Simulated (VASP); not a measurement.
Wanted: the native input for a VASP 6.6.1 run.

* Task: single point
* Functional: PBE
* Potentials or basis: VASP PAW PBE potentials, release 64 (Cd, S)
* Cutoff: 520 eV
* k mesh: 4 × 4 × 4
* Occupations: gaussian, width 0.1 eV
* Spin: no spin polarisation
* Dipole correction: no
* Further INCAR settings: ALGO = Normal; EDIFF = 1e-07; NBANDS = 23

The structure of CdS3 lies in POSCAR:

```
CdS3
1.0
    4.3971906267      0.0000000000      0.0000000000
    0.0000000000      4.3971906267      0.0000000000
    0.0000000000      0.0000000000      4.3971906267
Cd S
1 3
Direct
    0.0000000000      0.0000000000      0.0000000000
    0.0000000000      0.5000000000      0.5000000000
    0.5000000000      0.0000000000      0.5000000000
    0.5000000000      0.5000000000      0.0000000000
```

The input as run:

INCAR

```
SYSTEM = CdS3
  PREC = Accurate
  ENCUT = 520
  EDIFF = 1E-7
  ISMEAR = 0
  SIGMA = 0.1
  LREAL = .FALSE.
  LASPH = .TRUE.
  NELM = 80
  ALGO = Normal
  ISIF = 2
  LWAVE = .FALSE.
  LCHARG = .FALSE.
  GGA = PE
  NBANDS = 23
```

KPOINTS

```
Automatic mesh
0
G
  4 4 4
  0 0 0
```

Potentials or basis: VASP PAW PBE potentials, release 64 (Cd, S).

Launch:

```bash
$ cat potpaw_PBE.64/Cd/POTCAR potpaw_PBE.64/S/POTCAR > POTCAR
$ mpirun -np 1 vasp_std > vasp.out
```

Results of the run:

```json
{
 "Pressure": "-6.5 GPa",
 "Band gap on the k mesh": "zero (bands 15 and 16 overlap by 1.12 eV)"
}
```

Caveat: the cell stands under tension.

Run time: 13 s on 1 thread of Intel(R) Xeon(R) 6975P-C (Granite Rapids), on a shared host, peak memory 0.19 GiB.
